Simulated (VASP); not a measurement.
Set up this calculation in VASP 6.6.1, as the native input.

```
Task                   : single point
Functional             : PBE
Potentials or basis    : VASP PAW PBE potentials, release 64 (Bi_d, N)
Cutoff                 : 520 eV
k mesh                 : 12 × 12 × 10
Occupations            : gaussian, width 0.05 eV
Spin                   : no spin polarisation
Dipole correction      : no
Further INCAR settings : ALGO = Normal; EDIFF = 1e-07; NBANDS = 17
```

The structure of BiN lies in POSCAR:

```
BiN
1.0
    3.4326240411      0.0000000000      0.0000000000
   -1.7163120206      2.9727396212      0.0000000000
    0.0000000000      0.0000000000      3.2390639499
Bi N
1 1
Direct
    0.0000000000      0.0000000000      0.0000000000
    0.6666666667      0.3333333333      0.5000000000
```

This cell differs from its parent crystal: volume scaled by 0.960.

The input as run:

INCAR

```
SYSTEM = BiN
PREC = Accurate
ENCUT = 520
EDIFF = 1E-7
ISMEAR = 0
SIGMA = 0.05
LREAL = .False.
LASPH = .True.
NELM = 60
ALGO = Normal
ISIF = 2
LWAVE = .False.
LCHARG = .False.
GGA = PE
NBANDS = 17
```

KPOINTS

```
Automatic mesh
0
Gamma
  12 12 10
  0 0 0
```

Potentials or basis: VASP PAW PBE potentials, release 64 (Bi_d, N).

Launch:

```console
$ cat potpaw_PBE.64/Bi_d/POTCAR potpaw_PBE.64/N/POTCAR > POTCAR
$ mpirun -np 1 vasp_std > vasp.out
```

It gave:

The pressure is 4.8 GPa and the band gap on the k mesh is zero (band 10 reaches 9.87 eV, above the bottom of band 11 at 7.09 eV).

Caveat: spin-orbit coupling is left out, which moves the levels of the heavy elements.

It took 24 s on 1 thread of Intel(R) Xeon(R) 6975P-C (Granite Rapids), on a shared host, peak memory 0.19 GiB.
